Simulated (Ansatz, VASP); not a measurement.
**GaRe2P3: VASP beside Ansatz**

```xyz
12
Lattice="3.0338 0.0000 0.0000 -1.5169 2.6273 0.0000 0.0000 0.0000 22.4903" Properties=species:S:1:pos:R:3 pbc="T T T"
Ga    0.0000    0.0000    5.6226
Ga    0.0000    0.0000   16.8677
Re    0.0000    1.7515   20.5996
Re    1.5169    0.8758    9.3545
Re    1.5169    0.8758    1.8907
Re    0.0000    1.7515   13.1358
P     0.0000    0.0000   11.2451
P     0.0000    0.0000    0.0000
P     0.0000    1.7515    7.7442
P     1.5169    0.8758   18.9894
P     1.5169    0.8758   14.7461
P     0.0000    1.7515    3.5009
```

Alike in both runs: functional PBE; k mesh 12 × 12 × 2; occupations gaussian, width 0.1 eV; no spin polarisation.

Ansatz relaxed the structure, and its values are those at the end. VASP's run is a single point on that final structure, the one shown.

```csv
,VASP,Ansatz
version,VASP 6.6.1,Ansatz 0.2.0
potentials or method,"VASP PAW PBE potentials, release 64 (Ga_d, Re, P), cutoff 520 eV","scalar-relativistic, plane waves, PAW"
valence electrons in the cell,84,116
```

Ansatz gave:

```
gap on the k mesh at the Fermi level (eV) : none
pressure (GPa)                            : 0.0
rms of the force components (eV/Å)        : 0.000
```

Q: Estimate VASP's values.

A: gap on the k mesh at the Fermi level (eV): none; pressure (GPa): 0.5; rms of the force components (eV/Å): 0.026.

A gap of «none» marks a metal or a gap that the smearing closes. With one functional, cell and mesh, what is left measures potentials, basis and numerics. VASP's potentials hold 84 valence electrons a cell and Ansatz's 116, so a difference there can come from the potentials and not from the codes.

Neither program's run includes spin-orbit coupling.
